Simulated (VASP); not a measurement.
Input of a VASP 6.6.1 run:

The input INCAR:

```
SYSTEM = WS2
  PREC = Accurate
  ENCUT = 520
  EDIFF = 1E-6
  ISMEAR = 0
  SIGMA = 0.02
  LREAL = .False.
  LASPH = .True.
  NELM = 80
  ALGO = Normal
  ISIF = 2
  LWAVE = .False.
  LCHARG = .False.
  GGA = PE
  IVDW = 12
  NBANDS = 35
```

Contents of KPOINTS:

```
regular mesh
0
Gamma
  12 12 4
  0 0 0
```

File POSCAR:

```
WS2
1.0
    3.1388633840      0.0000000000      0.0000000000
   -1.5694316920      2.7183354296      0.0000000000
    0.0000000000      0.0000000000     11.8912811898
W S
2 4
Direct
    0.3333333333      0.6666666667      0.2500000000
    0.6666666667      0.3333333333      0.7500000000
    0.3333333333      0.6666666667      0.6174348579
    0.6666666667      0.3333333333      0.1174348579
    0.3333333333      0.6666666667      0.8825651421
    0.6666666667      0.3333333333      0.3825651421
```

Potentials or basis: VASP PAW PBE potentials, release 64 (W_sv, S).

Run with:

```bash
$ cat potpaw_PBE.64/W_sv/POTCAR potpaw_PBE.64/S/POTCAR > POTCAR
$ mpirun -np 1 vasp_std > vasp.out
```

(1) Predict the band gap on the k mesh.

(2) Estimate the dispersion energy per atom.

(3) Estimate the pressure.

Answers

(1) 0.79 eV (least direct gap 1.87 eV).

(2) -0.450 eV.

(3) 1.8 GPa.

Caveat: spin-orbit coupling is left out, which moves the levels of the heavy elements.
